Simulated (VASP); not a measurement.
# Ti (Fm-3m) in VASP: a series of runs, part 2 of 2

VASP 6.6.1. Earlier steps stand in the parts before.

**3. Electric field gradients, PBE (volume scaled by 1.03)**

Contents of INCAR:

```
  ALGO = Normal
  EDIFF = 1E-8
  ENCUT = 520
  GGA = PE
  ISIF = 2
  ISMEAR = -1
  LASPH = True
  LCHARG = False
  LEFG = True
  LREAL = False
  LWAVE = False
  NBANDS = 12
  NELM = 100
  PREC = Accurate
  SIGMA = 0.05
```

Contents of KPOINTS:

```
k-points
0
Gamma
  15 15 15
```

Contents of POSCAR:

```
Ti
1.0
    0.0000000000      2.0501003171      2.0501003171
    2.0501003171      0.0000000000      2.0501003171
    2.0501003171      2.0501003171      0.0000000000
Ti
1
Direct
    0.0000000000      0.0000000000      0.0000000000
```

Potentials or basis: VASP PAW PBE potentials, release 64 (Ti_sv).

Started as:

```sh
$ cat potpaw_PBE.64/Ti_sv/POTCAR > POTCAR
$ mpirun -np 1 vasp_std > vasp.out
```

OUTCAR:

```text
EDIFF = 1E-8
   ENCUT = 520
   GGA = PE
   ISIF = 2
   ISMEAR = -1
   LASPH = True
   LREAL = False
   NELM = 100
   PREC = Accurate

 ion  position               nearest neighbor table
   1  0.000  0.000  0.000-

  LATTYP: Found a face centered cubic cell.
 ALAT       =     4.1002006342

  Lattice vectors:

 A1 = (   0.0000000000,   2.0501003171,   2.0501003171)
 A2 = (   2.0501003171,   0.0000000000,   2.0501003171)
 A3 = (   2.0501003171,   2.0501003171,   0.0000000000)

Analysis of symmetry for initial positions (statically):
=====================================================================
 Subroutine PRICEL returns:
 Original cell was already a primitive cell.

 Routine SETGRP: Setting up the symmetry group for a
 face centered cubic supercell.

 Subroutine GETGRP returns: Found 48 space group operations
 (whereof 48 operations were pure point group operations)
 out of a pool of 48 trial point group operations.

The static configuration has the point symmetry O_h .

Analysis of symmetry for dynamics (positions and initial velocities):
=====================================================================
 Subroutine PRICEL returns:
 Original cell was already a primitive cell.

 Routine SETGRP: Setting up the symmetry group for a
 face centered cubic supercell.

 Subroutine GETGRP returns: Found 48 space group operations
 (whereof 48 operations were pure point group operations)
 out of a pool of 48 trial point group operations.

The dynamic configuration has the point symmetry O_h .

[... 159 lines left out ...]
      7       9.1803      0.00000
      8       9.1803      0.00000
      9      10.8282      0.00000
     10      10.8282      0.00000
     11      23.5927      0.00000
     12      28.1083      0.00000
[... 331 lines left out ...]
 k-point    24 :       0.2000    0.1333    0.0000
  band No.  band energies     occupation
      1     -48.3538      2.00000
      2     -24.4434      2.00000
      3     -24.3086      2.00000
      4     -24.3031      2.00000
      5       3.4144      2.00000
      6       8.3887      0.30893
      7       9.6221      0.00000
      8       9.6882      0.00000
      9      10.1773      0.00000
     10      11.0793      0.00000
     11      24.0419      0.00000
     12      24.7941      0.00000

 [... further k-points ...]

------------------------ aborting loop because EDIFF is reached ----------------------------------------

  FORCE on cell =-STRESS in cart. coord.  units (eV):
  Direction    XX          YY          ZZ          XY          YZ          ZX
  --------------------------------------------------------------------------------------
  -------------------------------------------------------------------------------------
  Total        0.0786204      0.0786204      0.0786204     -0.0000000      0.0000000     -0.0000000
  in kB        7.3095463      7.3095463      7.3095463     -0.0000000      0.0000000     -0.0000000
  external PRESSURE =       7.3095463 kB  Pullay stress =       0.0000000 kB

 VOLUME and BASIS-vectors are now :
 -----------------------------------------------------------------------------
  energy-cutoff  :      520.00
  volume of cell :       17.23
      direct lattice vectors                 reciprocal lattice vectors
     0.000000000  2.050100317  2.050100317    -0.243890504  0.243890504  0.243890504
     2.050100317  0.000000000  2.050100317     0.243890504 -0.243890504  0.243890504
     2.050100317  2.050100317  0.000000000     0.243890504  0.243890504 -0.243890504

 POSITION                                       TOTAL-FORCE (eV/Angst)
 -----------------------------------------------------------------------------------
      0.00000      0.00000      0.00000         0.000000      0.000000      0.000000
 -----------------------------------------------------------------------------------
    total drift:                               -0.000000      0.000000      0.000000

  FREE ENERGIE OF THE ION-ELECTRON SYSTEM (eV)
  ---------------------------------------------------
  free  energy   TOTEN  =        -7.7850087720 eV

  energy  without entropy=       -7.7711505065  energy(sigma->0) =       -7.77807964

 Electric field gradients (V/A^2)
---------------------------------------------------------------------
 ion       V_xx      V_yy      V_zz      V_xy      V_xz      V_yz
---------------------------------------------------------------------
   1       0.000     0.000    -0.000    -0.000    -0.000    -0.000
---------------------------------------------------------------------

 Electric field gradients after diagonalization (V/A^2)
 (convention: |V_zz| > |V_xx| > |V_yy|)
----------------------------------------------------------------------
 ion       V_xx      V_yy      V_zz     asymmetry (V_yy - V_xx)/ V_zz
----------------------------------------------------------------------
   1       0.000     0.000    -0.000       0.000
----------------------------------------------------------------------

           NMR quadrupolar parameters

 Cq : quadrupolar parameter    Cq=e*Q*V_zz/h
 eta: asymmetry parameters     (V_yy - V_xx)/ V_zz
 Q  : nuclear electric quadrupole moment in mb (millibarn)
----------------------------------------------------------------------
 ion       Cq(MHz)       eta       Q (mb)
----------------------------------------------------------------------
   1      -0.000       0.000       1.000
----------------------------------------------------------------------
```

OSZICAR:

```text
N       E                     dE             d eps       ncg     rms          rms(c)
DAV:   1     0.867517095092E+02    0.86752E+02   -0.65683E+03  2892   0.120E+03
DAV:   2    -0.427829044901E+01   -0.91030E+02   -0.88628E+02  2912   0.295E+02
DAV:   3    -0.869357812182E+01   -0.44153E+01   -0.43648E+01  4112   0.653E+01
DAV:   4    -0.878880965032E+01   -0.95232E-01   -0.95139E-01  3192   0.833E+00
DAV:   5    -0.879107595125E+01   -0.22663E-02   -0.22663E-02  3484   0.114E+00    0.837E+00
DAV:   6    -0.779010838857E+01    0.10010E+01   -0.20452E+00  3128   0.214E+01    0.221E+00
DAV:   7    -0.777529385703E+01    0.14815E-01   -0.98744E-02  3524   0.373E+00    0.128E+00
DAV:   8    -0.778464626434E+01   -0.93524E-02   -0.37833E-02  2984   0.242E+00    0.153E-01
DAV:   9    -0.778498776609E+01   -0.34150E-03   -0.39128E-03  3584   0.701E-01    0.854E-02
DAV:  10    -0.778503331389E+01   -0.45548E-04   -0.23391E-04  3064   0.179E-01    0.235E-02
DAV:  11    -0.778500908064E+01    0.24233E-04   -0.22001E-05  3492   0.588E-02    0.102E-02
DAV:  12    -0.778500845602E+01    0.62463E-06   -0.17914E-06  3148   0.179E-02    0.186E-03
DAV:  13    -0.778500887838E+01   -0.42236E-06   -0.39599E-07  3512   0.532E-03    0.159E-03
DAV:  14    -0.778500879923E+01    0.79150E-07   -0.31666E-08  3008   0.210E-03    0.769E-04
DAV:  15    -0.778500877036E+01    0.28868E-07   -0.15528E-08  2980   0.156E-03    0.418E-05
DAV:  16    -0.778500877197E+01   -0.16146E-08   -0.48114E-10  1564   0.247E-04
   1 F= -.77850088E+01 E0= -.77780796E+01  d E =-.138583E-01
```

stdout:

```text
POSCAR found type information on POSCAR Ti
 POSCAR found :  1 types and       1 ions
 scaLAPACK will be used
 LDA part: xc-table for (Slater+PW92), standard interpolation
 POSCAR, INCAR and KPOINTS ok, starting setup
 FFT: planning ... GRIDC
 FFT: planning ... GRID_SOFT
 FFT: planning ... GRID
 WAVECAR not read
 entering main loop
ion   1
```

Wall time 16 s (1 thread of AMD EPYC 9R45 (Zen 5), shared host); peak memory 0.12 GiB.

Results:

```yaml
Free_energy: -7.7850 eV
Pressure: 0.7 GPa
Band_gap_on_the_k_mesh: zero (band 6 reaches 9.18 eV, above the bottom of band 7 at 8.03 eV)
```

Caveat: without QUAD_EFG the Cq values of the log hold for a quadrupole moment of 1 mb, not for the nuclei.

**4. Electric field gradients, PBE (volume scaled by 1.04)**

Contents of INCAR:

```
SYSTEM = Ti
PREC = Accurate ; ENCUT = 520
EDIFF = 1E-8 ; ISMEAR = -1
SIGMA = 0.05 ; LREAL = .False.
LASPH = .True. ; NELM = 60
ALGO = Normal ; ISIF = 2
LWAVE = .False. ; LCHARG = .False.
GGA = PE ; LEFG = .True.
NBANDS = 12
```

Contents of KPOINTS:

```
regular mesh
0
Gamma
  15 15 15
  0 0 0
```

Contents of POSCAR:

```
Ti
1.0
    0.0000000000      2.0567135898      2.0567135898
    2.0567135898      0.0000000000      2.0567135898
    2.0567135898      2.0567135898      0.0000000000
Ti
1
Direct
    0.0000000000      0.0000000000      0.0000000000
```

Potentials or basis: VASP PAW PBE potentials, release 64 (Ti_sv).

Started as:

```sh
$ cat potpaw_PBE.64/Ti_sv/POTCAR > POTCAR
$ mpirun -np 1 vasp_std > vasp.out
```

OUTCAR:

```text
SYSTEM = Ti
   PREC = Accurate
   ENCUT = 520
   EDIFF = 1E-8
   ISMEAR = -1
   LREAL = .False.
   LASPH = .True.
   NELM = 60
   ISIF = 2
   GGA = PE

 ion  position               nearest neighbor table
   1  0.000  0.000  0.000-

  LATTYP: Found a face centered cubic cell.
 ALAT       =     4.1134271796

  Lattice vectors:

 A1 = (   0.0000000000,   2.0567135898,   2.0567135898)
 A2 = (   2.0567135898,   0.0000000000,   2.0567135898)
 A3 = (   2.0567135898,   2.0567135898,   0.0000000000)

Analysis of symmetry for initial positions (statically):
=====================================================================
 Subroutine PRICEL returns:
 Original cell was already a primitive cell.

 Routine SETGRP: Setting up the symmetry group for a
 face centered cubic supercell.

 Subroutine GETGRP returns: Found 48 space group operations
 (whereof 48 operations were pure point group operations)
 out of a pool of 48 trial point group operations.

The static configuration has the point symmetry O_h .

Analysis of symmetry for dynamics (positions and initial velocities):
=====================================================================
 Subroutine PRICEL returns:
 Original cell was already a primitive cell.

 Routine SETGRP: Setting up the symmetry group for a
 face centered cubic supercell.

 Subroutine GETGRP returns: Found 48 space group operations
 (whereof 48 operations were pure point group operations)
 out of a pool of 48 trial point group operations.

The dynamic configuration has the point symmetry O_h .

 Subroutine INISYM returns: Found 48 space group operations
 (whereof 48 operations are pure point group operations),
[... 152 lines left out ...]
      2     -24.3788      2.00000
      3     -24.3788      2.00000
      4     -24.3788      2.00000
      5       2.1088      2.00000
      6       9.0712      0.00000
      7       9.0712      0.00000
      8       9.0712      0.00000
      9      10.6974      0.00000
     10      10.6974      0.00000
     11      23.4361      0.00000
     12      27.9042      0.00000
[... 331 lines left out ...]
 k-point    24 :       0.2000    0.1333    0.0000
  band No.  band energies     occupation
      1     -48.4751      2.00000
      2     -24.5679      2.00000
      3     -24.4375      2.00000
      4     -24.4322      2.00000
      5       3.3247      2.00000
      6       8.2904      0.28289
      7       9.5076      0.00000
      8       9.5724      0.00000
      9      10.0560      0.00000
     10      10.9453      0.00000
     11      23.8419      0.00000
     12      24.6080      0.00000

 [... further k-points ...]
[... 5 lines left out ...]
  --------------------------------------------------------------------------------------
  -------------------------------------------------------------------------------------
  Total       -0.0340808     -0.0340808     -0.0340808     -0.0000000      0.0000000     -0.0000000
  in kB       -3.1381193     -3.1381193     -3.1381193     -0.0000000      0.0000000     -0.0000000
  external PRESSURE =      -3.1381193 kB  Pullay stress =       0.0000000 kB

 VOLUME and BASIS-vectors are now :
 -----------------------------------------------------------------------------
  energy-cutoff  :      520.00
  volume of cell :       17.40
      direct lattice vectors                 reciprocal lattice vectors
     0.000000000  2.056713590  2.056713590    -0.243106285  0.243106285  0.243106285
     2.056713590  0.000000000  2.056713590     0.243106285 -0.243106285  0.243106285
     2.056713590  2.056713590  0.000000000     0.243106285  0.243106285 -0.243106285

 POSITION                                       TOTAL-FORCE (eV/Angst)
 -----------------------------------------------------------------------------------
      0.00000      0.00000      0.00000        -0.000000      0.000000      0.000000
 -----------------------------------------------------------------------------------
    total drift:                               -0.000000     -0.000000     -0.000000

  FREE ENERGIE OF THE ION-ELECTRON SYSTEM (eV)
  ---------------------------------------------------
  free  energy   TOTEN  =        -7.7852883112 eV

  energy  without entropy=       -7.7713424235  energy(sigma->0) =       -7.77831537

 Electric field gradients (V/A^2)
---------------------------------------------------------------------
 ion       V_xx      V_yy      V_zz      V_xy      V_xz      V_yz
---------------------------------------------------------------------
   1       0.000     0.000     0.000     0.000     0.000     0.000
---------------------------------------------------------------------

 Electric field gradients after diagonalization (V/A^2)
 (convention: |V_zz| > |V_xx| > |V_yy|)
----------------------------------------------------------------------
 ion       V_xx      V_yy      V_zz     asymmetry (V_yy - V_xx)/ V_zz
----------------------------------------------------------------------
   1      -0.000    -0.000     0.000       0.000
----------------------------------------------------------------------

           NMR quadrupolar parameters

 Cq : quadrupolar parameter    Cq=e*Q*V_zz/h
 eta: asymmetry parameters     (V_yy - V_xx)/ V_zz
 Q  : nuclear electric quadrupole moment in mb (millibarn)
----------------------------------------------------------------------
 ion       Cq(MHz)       eta       Q (mb)
----------------------------------------------------------------------
   1       0.000       0.000       1.000
----------------------------------------------------------------------
```

OSZICAR:

```text
N       E                     dE             d eps       ncg     rms          rms(c)
DAV:   1     0.869955859812E+02    0.86996E+02   -0.65589E+03  2892   0.121E+03
DAV:   2    -0.430360987964E+01   -0.91299E+02   -0.88768E+02  2924   0.297E+02
DAV:   3    -0.870163810318E+01   -0.43980E+01   -0.43514E+01  3996   0.661E+01
DAV:   4    -0.880416138111E+01   -0.10252E+00   -0.10239E+00  3284   0.875E+00
DAV:   5    -0.880706194914E+01   -0.29006E-02   -0.29004E-02  3476   0.123E+00    0.830E+00
DAV:   6    -0.779074727117E+01    0.10163E+01   -0.20828E+00  3120   0.215E+01    0.217E+00
DAV:   7    -0.777601494130E+01    0.14732E-01   -0.10492E-01  3532   0.373E+00    0.128E+00
DAV:   8    -0.778496481141E+01   -0.89499E-02   -0.37587E-02  2984   0.245E+00    0.159E-01
DAV:   9    -0.778527285871E+01   -0.30805E-03   -0.40587E-03  3612   0.726E-01    0.851E-02
DAV:  10    -0.778531238704E+01   -0.39528E-04   -0.23283E-04  3080   0.181E-01    0.241E-02
DAV:  11    -0.778528872574E+01    0.23661E-04   -0.21682E-05  3480   0.578E-02    0.104E-02
DAV:  12    -0.778528798548E+01    0.74026E-06   -0.19009E-06  3180   0.185E-02    0.204E-03
DAV:  13    -0.778528842091E+01   -0.43543E-06   -0.43020E-07  3480   0.572E-03    0.160E-03
DAV:  14    -0.778528833895E+01    0.81961E-07   -0.34864E-08  3028   0.223E-03    0.779E-04
DAV:  15    -0.778528830841E+01    0.30542E-07   -0.16108E-08  3068   0.158E-03    0.479E-05
DAV:  16    -0.778528831119E+01   -0.27860E-08   -0.48479E-10  1572   0.249E-04
   1 F= -.77852883E+01 E0= -.77783154E+01  d E =-.139459E-01
```

stdout:

```text
POSCAR found type information on POSCAR Ti
 POSCAR found :  1 types and       1 ions
 scaLAPACK will be used
 LDA part: xc-table for (Slater+PW92), standard interpolation
 POSCAR, INCAR and KPOINTS ok, starting setup
 FFT: planning ... GRIDC
 FFT: planning ... GRID_SOFT
 FFT: planning ... GRID
 WAVECAR not read
 entering main loop
ion   1
```

It took 17 s on 1 thread of AMD EPYC 9R45 (Zen 5), shared host; peak memory 0.12 GiB.

What came out:

| Item | Value |
| --- | --- |
| Free energy | -7.7853 eV |
| Pressure | -0.3 GPa |
| Band gap on the k mesh | zero (band 6 reaches 9.07 eV, above the bottom of band 7 at 7.93 eV) |

Caveat: without QUAD_EFG the Cq values of the log hold for a quadrupole moment of 1 mb, not for the nuclei.

**5. The runs side by side**

| cell | gap on the mesh (eV) | pressure (GPa) |
| --- | --- | --- |
| a = 2.890 Å, angles 60.0°, 1 atom | none | 1.8 |
| a = 2.899 Å, angles 60.0°, 1 atom | none | 0.7 |
| a = 2.909 Å, angles 60.0°, 1 atom | none | -0.3 |

Alike in all rows: task electric field gradients; level PBE; potentials or basis VASP PAW PBE potentials, release 64 (Ti_sv); no spin polarisation; k mesh 15 × 15 × 15; cutoff (eV) 520; smearing fermi-dirac 0.05 eV.

Absolute energies hang on the potentials; compare differences alone.
